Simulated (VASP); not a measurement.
A run of VASP 6.6.1:

INCAR

```
SYSTEM = TiN
PREC = Accurate
ENCUT = 520
EDIFF = 1E-7
ISMEAR = 1
SIGMA = 0.1
LREAL = .FALSE.
LASPH = .TRUE.
NELM = 80
ALGO = Normal
ISIF = 2
LWAVE = .FALSE.
LCHARG = .FALSE.
GGA = PE
NBANDS = 16
```

File KPOINTS:

```
Automatic mesh
0
G
  8 8 8
  0 0 0
```

Contents of POSCAR:

```
TiN
1.0
    0.0000000000      2.1190000000      2.1190000000
    2.1190000000      0.0000000000      2.1190000000
    2.1190000000      2.1190000000      0.0000000000
Ti N
1 1
Direct
    0.0000000000      0.0000000000      0.0000000000
    0.5000000000      0.5000000000      0.5000000000
```

Potentials or basis: VASP PAW PBE potentials, release 64 (Ti_sv, N).

Run with:

```sh
$ cat potpaw_PBE.64/Ti_sv/POTCAR potpaw_PBE.64/N/POTCAR > POTCAR
$ mpirun -np 1 vasp_std > vasp.out
```

Hardware: 1 thread of Intel(R) Xeon(R) Platinum 8259CL CPU @ 2.50GHz (Skylake/Cascade Lake), with other jobs on the host.

Problem. Estimate the wall time of this run.

Solution. Wall time 9.2 s on 1 thread of Intel(R) Xeon(R) Platinum 8259CL CPU @ 2.50GHz (Skylake/Cascade Lake), with other jobs on the host, peak memory 0.13 GiB. Counts: scf iterations 16, k points 29.
